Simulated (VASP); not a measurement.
Wanted: the native input for a VASP 6.6.1 run.

| Quantity | Value |
| --- | --- |
| Task | single point |
| Functional | PBE |
| Potentials or basis | VASP PAW PBE potentials, release 64 (C, O) |
| Cutoff | 520 eV |
| k mesh | 2 × 2 × 1 |
| Occupations | gaussian, width 0.02 eV |
| Spin | no spin polarisation |
| Dipole correction | no |
| Further INCAR settings | LREAL = Auto; ALGO = Normal; EDIFF = 1e-06; NBANDS = 57 |

The structure of C19O lies in POSCAR:

```
C19O
1.0
    7.3980000000      0.0000000000      0.0000000000
   -3.6990000000      6.4068560000      0.0000000000
    0.0000000000      0.0000000000     13.0000000000
C O
19 1
Direct
   -0.0135464243     -0.0031144761      0.0667056923
    0.2099729467      0.1103338361      0.0602780769
   -0.0128916838      0.3296994657      0.0694833077
    0.2066171019      0.4367948960      0.0726474615
   -0.0162506956      0.6644631938      0.0680730769
    0.2075178340      0.7832957382      0.0799481538
    0.3232573817      0.0052254959      0.0647067692
    0.5440019042      0.1108105130      0.0679712308
    0.3211172498      0.3329928127      0.0647772308
    0.5419203643      0.4392527318      0.0716387692
    0.3095096876      0.6566244036      0.1025514615
    0.5435354861      0.7795346110      0.1073722308
    0.6541134220      0.0024801556      0.0792889231
    0.8736625954      0.1075028064      0.0710405385
    0.6543770557      0.3337395128      0.0674905385
    0.8768456304      0.4430062108      0.0717119231
    0.6563644369      0.6626153296      0.0939034615
    0.8786077336      0.7774501253      0.0693734615
    0.2127117599      0.7105619355      0.1918160769
    0.6211486818      0.7241378611      0.1969140000
```

These files were run (other wordings do the same):

INCAR

```
PREC     = Accurate       # precision mode
ENCUT    = 520            # plane-wave cutoff, eV
EDIFF    = 1E-6           # SCF threshold, eV
ISMEAR   = 0              # smearing method
SIGMA    = 0.02           # smearing width, eV
LREAL    = Auto         
LASPH    = True           # aspherical terms in the spheres
NELM     = 60             # most SCF steps
ALGO     = Normal         # electronic algorithm
ISIF     = 2              # what is computed and relaxed
LWAVE    = False          # write WAVECAR
LCHARG   = False          # write CHGCAR
GGA      = PE             # functional
NBANDS   = 57             # bands
```

KPOINTS

```
regular mesh
0
Gamma
  2 2 1
```

Potentials or basis: VASP PAW PBE potentials, release 64 (C, O).

Run with:

```bash
$ cat potpaw_PBE.64/C/POTCAR potpaw_PBE.64/O/POTCAR > POTCAR
$ mpirun -np 1 vasp_std > vasp.out
```

Results of the run:

```yaml
Largest_force: 0.336 eV/Å
Band_gap_on_the_k_mesh: 0.52 eV (least direct gap 0.68 eV)
```

Caveat: the k points lie up to 0.49 Å⁻¹ apart; there is no dipole correction, which matters where the two faces differ.

Run time: 4.7 min on 1 thread of Oxide Virtual Turin-like Processor, on a shared host, peak memory 0.58 GiB.
